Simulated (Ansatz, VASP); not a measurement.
CaBe2O3: VASP beside Ansatz

```
Ca Be O
1.0
     2.39046   -4.22719    0.00000
     2.39046    4.22719    0.00000
     0.00000    0.00000    2.64593
Ca Be O
1 2 3
Direct
  0.50000 0.50000 0.00000
  0.17954 0.82046 0.00000
  0.82046 0.17954 0.00000
  0.00000 0.00000 0.00000
  0.50000 0.00000 0.50000
  0.00000 0.50000 0.50000
```

Change from the starting cell: species swapped into the NaH2Pd3 type (Cmmm, No. 65).

Alike in both runs: task relaxation of cell and atoms; functional PBE; k mesh 8 × 8 × 10; occupations gaussian, width 0.02 eV; no spin polarisation.

|  | VASP | Ansatz |
| --- | --- | --- |
| version | VASP 6.6.1 | Ansatz 0.2.0 |
| potentials or method | VASP PAW PBE potentials, release 64 (Ca_sv, Be, O), cutoff 600 eV | scalar-relativistic, plane waves, PAW |
| valence electrons in the cell | 32 | 32 |

|  | VASP | Ansatz | Ansatz less VASP |
| --- | --- | --- | --- |
| gap on the k mesh at the Fermi level, each at its own relaxed structure (eV) | 0.62 | 0.62 | 0.000 |
| relaxed volume (Å³/atom) | 8.92 | 8.90 | -0.010 |
| relaxed cell length with the largest relative difference (Å) | 2.646 | 2.645 | -0.0006 |
